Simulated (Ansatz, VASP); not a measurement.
## SiO2 in VASP and in Ansatz

```xyz
6
Lattice="4.2689 0.0000 0.0000 0.0000 4.2689 0.0000 0.0000 0.0000 2.7222" Properties=species:S:1:pos:R:3 pbc="T T T"
Si    0.0000    0.0000    0.0000
Si    2.1344    2.1344    1.3611
O     1.3165    1.3165    0.0000
O     0.8179    3.4510    1.3611
O     3.4510    0.8179    1.3611
O     2.9524    2.9524    0.0000
```

Change from the starting cell: hydrostatic strain +2.0%.

Alike in both runs: task single point; functional PBE; k mesh 6 × 6 × 10; occupations fermi-dirac, width 0.02 eV; no spin polarisation.

|  | VASP | Ansatz |
| --- | --- | --- |
| version | VASP 6.6.1 | Ansatz 0.2.0 |
| potentials or method | VASP PAW PBE potentials, release 64 (Si, O) | plane waves, PAW |
| plane-wave cutoff (eV) | 520 | 420 |
| valence electrons in the cell | 32 | 32 |

|  | VASP | Ansatz | Ansatz less VASP |
| --- | --- | --- | --- |
| gap on the k mesh at the Fermi level (eV) | 4.60 | 4.62 | +0.016 |
| pressure (GPa) | -7.0 | -7.1 | -0.11 |
| traceless stress, the component that is largest in VASP (GPa) | -2.87 | -3.29 | -0.415 |
| rms of the force components (eV/Å) | 0.052 | 0.044 | -0.0084 |

Atom by atom the forces differ by 0.008 eV/Å (rms over components). With one functional, cell and mesh, what is left measures potentials, basis and numerics.
